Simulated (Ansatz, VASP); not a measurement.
**Two plane-wave programs on Tl**

```
Tl
1.0
     3.61243    0.00000    0.00000
    -1.80621    3.12846    0.00000
     0.00000    0.00000    5.56527
Tl
2
Cartesian
  0.0000 2.0856 4.1740
  1.8062 1.0428 1.3913
```

Alike in both runs: functional PBE; k mesh 15 × 15 × 8; occupations gaussian, width 0.1 eV; no spin polarisation.

Ansatz relaxed the structure, and its values are those at the end. VASP's run is a single point on that final structure, the one shown.

|  | VASP | Ansatz |
| --- | --- | --- |
| version | VASP 6.6.1 | Ansatz 0.2.0 |
| potentials or method | VASP PAW PBE potentials, release 64 (Tl_d), cutoff 520 eV | scalar-relativistic, plane waves, PAW |
| valence electrons in the cell | 26 | 26 |

|  | VASP | Ansatz | Ansatz less VASP |
| --- | --- | --- | --- |
| gap on the k mesh at the Fermi level (eV) | none | none | - |
| pressure (GPa) | -0.1 | 0.0 | +0.05 |

A gap of «none» marks a metal or a gap that the smearing closes.

Neither program's run includes spin-orbit coupling.
